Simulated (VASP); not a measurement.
# PC2 (C2/m) in VASP: relaxation of cell and atoms with PBE

Aim: the relaxation of cell and atoms of PC2 with PBE.

Program: VASP 6.6.1. These are calculated values, not measurements. Logs are shortened: lines on timing, memory, paths and dates and some standing lists are left out, and cuts for length are marked.

**1. The cell of the first run**

The structure is monoclinic, space group C2/m (No. 12). The conventional cell has a = 4.644 Å, b = 8.183 Å, c = 4.305 Å, α = 90.00°, β = 109.52°, γ = 90.00°. Within 2.4 Å of P (site symmetry m) lie 2 C at 1.82 Å and 1 P at 2.20 Å. Within 1.9 Å of C (site symmetry 1) lie 2 C at 1.42 to 1.44 Å and 1 P at 1.82 Å.

**2. Relaxation of cell and atoms, PBE**

INCAR reads:

```
ALGO     = Normal         # electronic algorithm
EDIFF    = 1E-6           # SCF threshold, eV
EDIFFG   = -0.01          # ionic threshold
ENCUT    = 600            # plane-wave cutoff, eV
GGA      = PE             # functional
IBRION   = 2              # ionic algorithm
ISIF     = 3              # what is computed and relaxed
ISMEAR   = 0              # smearing method
LASPH    = T              # aspherical terms in the spheres
LCHARG   = F              # write CHGCAR
LREAL    = F              # projectors in reciprocal space
LWAVE    = F              # write WAVECAR
NELM     = 80             # most SCF steps
NSW      = 100            # ionic steps
PREC     = Accurate       # precision mode
SIGMA    = 0.1            # smearing width, eV
```

KPOINTS reads:

```
k-points
0
Gamma
  8 8 8
```

POSCAR reads:

```
PC2
1.0
    2.3221287982     -4.0916960976      0.0000000000
    2.3221287982      4.0916960976      0.0000000000
   -1.4384192935      0.0000000000      4.0580178070
P C
2 4
Direct
    0.7686884592      0.7686884592      0.8182639258
    0.2313115408      0.2313115408      0.1817360742
    0.4642987559      0.8312586173      0.9807844415
    0.5357012441      0.1687413827      0.0192155585
    0.1687413827      0.5357012441      0.0192155585
    0.8312586173      0.4642987559      0.9807844415
```

Potentials or basis: VASP PAW PBE potentials, release 64 (P, C).

Launch:

```console
$ cat potpaw_PBE.64/P/POTCAR potpaw_PBE.64/C/POTCAR > POTCAR
$ mpirun -np 1 vasp_std > vasp.out
```

OUTCAR:

```text
EDIFF = 1E-6
   EDIFFG = -0.01
   ENCUT = 600
   GGA = PE
   IBRION = 2
   ISIF = 3
   ISMEAR = 0
   LASPH = T
   LREAL = F
   NELM = 80
   NSW = 100
   PREC = Accurate

 ion  position               nearest neighbor table
   1  0.769  0.769  0.818-   3 1.82   6 1.82   2 2.20
   2  0.231  0.231  0.182-   4 1.82   5 1.82   1 2.20
   3  0.464  0.831  0.981-   4 1.42   5 1.44   1 1.82
   4  0.536  0.169  0.019-   3 1.42   6 1.44   2 1.82
   5  0.169  0.536  0.019-   6 1.42   3 1.44   2 1.82
   6  0.831  0.464  0.981-   5 1.42   4 1.44   1 1.82

  LATTYP: Found a base centered monoclinic cell.
 ALAT       =     4.6442575964
 B/A-ratio  =     1.7620452840
 C/A-ratio  =     0.9270395313
 COS(beta)  =    -0.3340957458

  Lattice vectors:

 A1 = (   2.3221287982,  -4.0916960976,   0.0000000000)
 A2 = (   2.3221287982,   4.0916960976,   0.0000000000)
 A3 = (  -1.4384192935,   0.0000000000,   4.0580178070)

Analysis of symmetry for initial positions (statically):
=====================================================================
 Subroutine PRICEL returns:
 Original cell was already a primitive cell.

 Routine SETGRP: Setting up the symmetry group for a
 base centered monoclinic supercell.

 Subroutine GETGRP returns: Found  4 space group operations
 (whereof  4 operations were pure point group operations)
 out of a pool of  4 trial point group operations.

The static configuration has the point symmetry C_2h.

Analysis of symmetry for dynamics (positions and initial velocities):
=====================================================================
 Subroutine PRICEL returns:
 Original cell was already a primitive cell.

 Routine SETGRP: Setting up the symmetry group for a
 base centered monoclinic supercell.

 Subroutine GETGRP returns: Found  4 space group operations
 (whereof  4 operations were pure point group operations)
 out of a pool of  4 trial point group operations.

The dynamic configuration has the point symmetry C_2h.

 Subroutine INISYM returns: Found  4 space group operations
 (whereof  4 operations are pure point group operations),
 and found     1 'primitive' translations

----------------------------------------------------------------------------------------

                                     Primitive cell

  volume of cell :      77.1141

  direct lattice vectors                    reciprocal lattice vectors
     2.322128798 -4.091696098  0.000000000     0.215319667 -0.122198714  0.076322968
     2.322128798  4.091696098  0.000000000     0.215319667  0.122198714  0.076322968
    -1.438419293  0.000000000  4.058017807     0.000000000  0.000000000  0.246425730

  length of vectors
     4.704706060  4.704706060  4.305410385     0.259075819  0.259075819  0.246425730

  position of ions in fractional coordinates (direct lattice)
     0.768688459  0.768688459  0.818263926
     0.231311541  0.231311541  0.181736074
     0.464298756  0.831258617  0.980784441
     0.535701244  0.168741383  0.019215559
     0.168741383  0.535701244  0.019215559
     0.831258617  0.464298756  0.980784441

  ion indices of the primitive-cell ions
   primitive index   ion index
                 1           1
                 2           2
                 3           3
                 4           4
                 5           5
                 6           6

----------------------------------------------------------------------------------------

 KPOINTS: k-points

Automatic generation of k-mesh.
 Grid dimensions read from file:
 generate k-points for:    8    8    8

 Generating k-lattice:

  Cartesian coordinates                     Fractional coordinates (reciprocal lattice)
     0.026914958 -0.015274839  0.009540371     0.125000000 -0.000000000  0.000000000
     0.026914958  0.015274839  0.009540371    -0.000000000  0.125000000  0.000000000
     0.000000000  0.000000000  0.030803216     0.000000000  0.000000000  0.125000000

  Length of vectors
     0.032384477  0.032384477  0.030803216

  Shift w.r.t. Gamma in fractional coordinates (k-lattice)
     0.000000000  0.000000000  0.000000000

 Subroutine IBZKPT returns following result:
 ===========================================

 Found    150 irreducible k-points:

 Following reciprocal coordinates:
            Coordinates               Weight
  0.000000  0.000000  0.000000      1.000000
  0.125000 -0.000000  0.000000      4.000000
  0.250000 -0.000000  0.000000      4.000000
  0.375000  0.000000  0.000000      4.000000
  0.500000 -0.000000  0.000000      2.000000
  0.125000  0.125000  0.000000      2.000000
[... 16 lines left out ...]
  0.125000 -0.000000  0.125000      4.000000
  0.250000 -0.000000  0.125000      4.000000
 [... further k-points ...]
   k-points           NKPTS =    150   k-points in BZ     NKDIM =    150   number of bands    NBANDS=     17
   number of dos      NEDOS =    301   number of ions     NIONS =      6
   total plane-waves  NPLWV =  57600
   dimension x,y,z NGX =    40 NGY =   40 NGZ =   36
   dimension x,y,z NGXF=    80 NGYF=   80 NGZF=   72
   ions per type =               2   4
   NGX,Y,Z   is equivalent  to a cutoff of  14.13, 14.13, 13.90 a.u.
   NGXF,Y,Z  is equivalent  to a cutoff of  28.27, 28.27, 27.80 a.u.
 SYSTEM =  unknown system
   PREC   = accura    normal or accurate (medium, high low for compatibility)
   ISTART =      0    job   : 0-new  1-cont  2-samecut
   ICHARG =      2    charge: 1-file 2-atom 10-const
   ISPIN  =      1    spin polarized calculation?
   LNONCOLLINEAR =      F non collinear calculations
   LSORBIT =      F    spin-orbit coupling
   LASPH  =      T    aspherical Exc in radial PAW
   ENCUT  =  600.0 eV  44.10 Ry    6.64 a.u.   9.40  9.40  8.60*2*pi/ulx,y,z
   NELM   =     80;   NELMIN=  2; NELMDL= -5     # of ELM steps
   EDIFF  = 0.1E-05   stopping-criterion for ELM
   LREAL  =      F    real-space projection
   EDIFFG = -.1E-01   stopping-criterion for IOM
   NSW    =    100    number of steps for IOM
   IBRION =      2    ionic relax: 0-MD 1-quasi-New 2-CG
   NFREE  =      1    steps in history (QN), initial steepest desc. (CG)
   ISIF   =      3    stress and relaxation
   ISYM   =      2    0-nonsym 1-usesym 2-fastsym
   POTIM  = 0.5000    time-step for ionic-motion
   TEBEG  =    0.0;   TEEND  =   0.0 temperature during run
   PSTRESS=    0.0 pullay stress
   NELECT =      26.0000    total number of electrons
   NUPDOWN=      -1.0000    fix difference up-down
   EMIN   =  10.00;   EMAX   =-10.00  energy-range for DOS
   EFERMI =   0.00;   METHOD = LEGACY
   ISMEAR =     0;   SIGMA  =   0.10  broadening in eV -4-tet -1-fermi 0-gaus
   EFERMI_NEDOS =   21; number of points for ismear=-14 and -15
   IALGO  =     38    algorithm
   IMIX   =      4    mixing-type and parameters
     AMIX     =   0.40;   BMIX     =  1.00
     AMIX_MAG =   1.60;   BMIX_MAG =  1.00
  volume/ion in A,a.u.               =      12.85        86.73
  Fermi-wavevector in a.u.,A,eV,Ry     =   1.139431  2.153213 17.664488  1.298303
  Thomas-Fermi vector in A             =   2.276135
   LORBIT       =      0    0 simple, 1 ext, 2 COOP (PROOUT), +10 PAW based schemes
   GGA     = PE    functional components
   LHFCALC =     F    Hartree Fock is set to
   AEXX    =    0.0000 exact exchange contribution
   IVDW    =     0    specifies the selected vdW correction
   LEPSILON=     F    determine dielectric tensor
   LRPA    =     F    only Hartree local field effects (RPA)
 conjugate gradient relaxation of ions
 non-spin polarized calculation
 Gauss-broadening in eV      SIGMA  =   0.10
  energy-cutoff  :      600.00
  volume of cell :       77.11
 maximum number of plane-waves:      2594
 NGX is ok and might be reduce to    40
   NGX = 19   NGY = 19   NGZ = 17

--------------------------------------- Ionic step        1  -------------------------------------------

 number of electron      26.0000000 magnetization

 Free energy of the ion-electron system (eV)
  ---------------------------------------------------
  ext. energy  EPLUGINS =         0.00000000
  ---------------------------------------------------
  free energy    TOTEN  =       -45.06380039 eV

  energy without entropy =      -45.05986838  energy(sigma->0) =      -45.06183438

------------------------ aborting loop because EDIFF is reached ----------------------------------------

  FORCE on cell =-STRESS in cart. coord.  units (eV):
  Direction    XX          YY          ZZ          XY          YZ          ZX
  --------------------------------------------------------------------------------------
  -------------------------------------------------------------------------------------
  Total        0.1077996     -0.2779609     -0.0063955      0.0000000      0.0000000     -0.1307109
  in kB        2.2397213     -5.7751164     -0.1328780      0.0000000      0.0000000     -2.7157426
  external PRESSURE =      -1.2227577 kB  Pullay stress =       0.0000000 kB
[... 101 lines left out ...]
  FREE ENERGIE OF THE ION-ELECTRON SYSTEM (eV)
  ---------------------------------------------------
  free  energy   TOTEN  =       -45.0653305274 eV

  energy  without entropy=      -45.0614718832  energy(sigma->0) =      -45.06340121

[... ionic steps 4 to 20 ...]

--------------------------------------- Ionic step       21  -------------------------------------------

 number of electron      26.0000001 magnetization

------------------------ aborting loop because EDIFF is reached ----------------------------------------

  FORCE on cell =-STRESS in cart. coord.  units (eV):
  Direction    XX          YY          ZZ          XY          YZ          ZX
  --------------------------------------------------------------------------------------
  -------------------------------------------------------------------------------------
  Total       -0.0020993      0.0214176     -0.0148134      0.0000000      0.0000000     -0.0017425
  in kB       -0.0443564      0.4525374     -0.3129953      0.0000000      0.0000000     -0.0368177
  external PRESSURE =       0.0317286 kB  Pullay stress =       0.0000000 kB
[... 65 lines left out ...]
  energy  without entropy=      -45.0656781974  energy(sigma->0) =      -45.06744028

--------------------------------------- Ionic step       23  -------------------------------------------

 number of electron      26.0000001 magnetization

 Free energy of the ion-electron system (eV)
  ---------------------------------------------------
  ext. energy  EPLUGINS =         0.00000000
  ---------------------------------------------------
  free energy    TOTEN  =       -45.06920589 eV

  energy without entropy =      -45.06567476  energy(sigma->0) =      -45.06744032

 E-fermi :   5.1208     XC(G=0):  -9.8302

 val. band max:        5.0988611347   @ k =  -0.3750   0.2500  -0.0000
 cond. band min:       5.1252174406   @ k =   0.5000   0.3750   0.1250
 fundamental gap:      0.0263563059
 Fermi energy:         5.1207704712

 k-point     1 :       0.0000    0.0000    0.0000
  band No.  band energies     occupation
      1     -13.0935      2.00000
      2      -7.8571      2.00000
      3      -7.7493      2.00000
      4      -6.1765      2.00000
      5      -5.9473      2.00000
      6      -3.9502      2.00000
[... 9 lines left out ...]
     16       8.9738      0.00000
     17       9.9788      0.00000
[... 443 lines left out ...]
      1     -12.6260      2.00000
      2      -9.7123      2.00000
      3      -7.3766      2.00000
      4      -6.6542      2.00000
      5      -5.2767      2.00000
      6      -2.9525      2.00000
[... 9 lines left out ...]
     16       8.5251      0.00000
     17      10.1460      0.00000

 [... further k-points ...]
[... 5 lines left out ...]
  --------------------------------------------------------------------------------------
  -------------------------------------------------------------------------------------
  Total       -0.0058915     -0.0017151     -0.0194613      0.0000000      0.0000000     -0.0198357
  in kB       -0.1245453     -0.0362567     -0.4114094      0.0000000      0.0000000     -0.4193250
  external PRESSURE =      -0.1907371 kB  Pullay stress =       0.0000000 kB
[... 21 lines left out ...]
  FREE ENERGIE OF THE ION-ELECTRON SYSTEM (eV)
  ---------------------------------------------------
  free  energy   TOTEN  =       -45.0692058898 eV

  energy  without entropy=      -45.0656747583  energy(sigma->0) =      -45.06744032

 reached required accuracy - stopping structural energy minimisation
```

Run time: 20 min. Hardware: 1 thread of AMD EPYC 9R45 (Zen 5), shared host; peak memory 0.34 GiB.

Results:

* Free energy: -45.0692 eV
* Relaxed volume: 12.63 Å³/atom
* Relaxed cell: a = 4.692 Å, b = 4.692 Å, c = 4.246 Å, α = 99.41°, β = 99.41°, γ = 120.79°
* Space group after relaxing (to 0.1 Å): C2/m (No. 12)
* Energy gained by relaxing: 0.9 meV/atom
* Ionic steps: 23
* Pressure after relaxing: 0.0 GPa
* Largest force after relaxing: 0.006 eV/Å
* Band gap on the k mesh: zero (bands 13 and 14 overlap by 1.27 eV)

Forces on the atoms (eV/Å):
```
P    0.000  0.000  0.000
P    0.000  0.000  0.000
C   -0.005 -0.004  0.002
C    0.005  0.004 -0.002
C    0.005 -0.004 -0.002
C   -0.005  0.004  0.002
```

The path:
| step | energy change (eV) | largest force (eV/Å) | pressure (GPa) | volume (Å³) |
| --- | --- | --- | --- | --- |
| 1 | 0.0000 | 0.1570 | -0.12 | 77.11 |
| 2 | 0.0012 | 0.3718 | -0.08 | 77.00 |
| 3 | -0.0015 | 0.1233 | -0.12 | 77.07 |
| 4 | -0.0036 | 0.0766 | -0.14 | 76.93 |
| 5 | -0.0041 | 0.0838 | -0.16 | 76.83 |
| 6 | -0.0044 | 0.0431 | 0.19 | 76.62 |
| 7 | -0.0045 | 0.0206 | 0.06 | 76.69 |
| 8 | -0.0046 | 0.0199 | -0.17 | 76.71 |
| 9 | -0.0046 | 0.0167 | -0.14 | 76.71 |
| 10 | -0.0047 | 0.0150 | -0.12 | 76.64 |
| 11 | -0.0049 | 0.0508 | -0.03 | 76.42 |
| 12 | -0.0049 | 0.0477 | -0.03 | 76.39 |
| 13 | -0.0051 | 0.0396 | -0.02 | 76.31 |
| 14 | -0.0052 | 0.0243 | -0.01 | 76.15 |
| 15 | -0.0054 | 0.0228 | 0.02 | 75.83 |
| 16 | -0.0054 | 0.0205 | 0.02 | 75.86 |
| 17 | -0.0053 | 0.0154 | 0.00 | 76.01 |
| 18 | -0.0054 | 0.0190 | 0.01 | 75.88 |
| 19 | -0.0054 | 0.0199 | 0.01 | 75.87 |
| 20 | -0.0054 | 0.0108 | 0.01 | 75.85 |
| 21 | -0.0054 | 0.0176 | 0.00 | 75.83 |
| 22 | -0.0054 | 0.0109 | -0.01 | 75.81 |
| 23 | -0.0054 | 0.0061 | -0.02 | 75.79 |

Final structure:
```
CELL_PARAMETERS angstrom
2.31824 -4.07967 0.00898
2.31824 4.07967 0.00898
-1.42031 0.00000 4.00127
ATOMIC_POSITIONS crystal
P 0.77033 0.77033 0.81233
P 0.22967 0.22967 0.18767
C 0.46462 0.83150 0.97872
C 0.53538 0.16850 0.02128
C 0.16850 0.53538 0.02128
C 0.83150 0.46462 0.97872
```
